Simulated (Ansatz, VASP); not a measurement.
Two plane-wave programs on ZnS

```
CELL_PARAMETERS angstrom
0.00000 2.73024 2.73024
2.73024 0.00000 2.73024
2.73024 2.73024 0.00000
ATOMIC_POSITIONS crystal
Zn 0.25000 0.25000 0.25000
S 0.00000 0.00000 0.00000
```

Alike in both runs: task single point; functional r2SCAN; k mesh 6 × 6 × 6; occupations gaussian, width 0.05 eV; no spin polarisation.

|  | VASP | Ansatz |
| --- | --- | --- |
| version | VASP 6.6.1 | Ansatz 0.2.0 |
| potentials or method | VASP PAW PBE potentials, release 64 (Zn, S), cutoff 520 eV | scalar-relativistic, plane waves, PAW |
| valence electrons in the cell | 18 | 18 |

```tsv
	VASP	Ansatz	Ansatz less VASP
gap on the k mesh at the Fermi level (eV)	2.53	2.52	-0.007
least direct gap on the mesh (eV)	2.53	2.52	-0.007
pressure (GPa)	-2.8	-2.8	-0.02
```

VASP's potentials were made for PBE, not for r2SCAN. With one functional, cell and mesh, what is left measures potentials, basis and numerics.
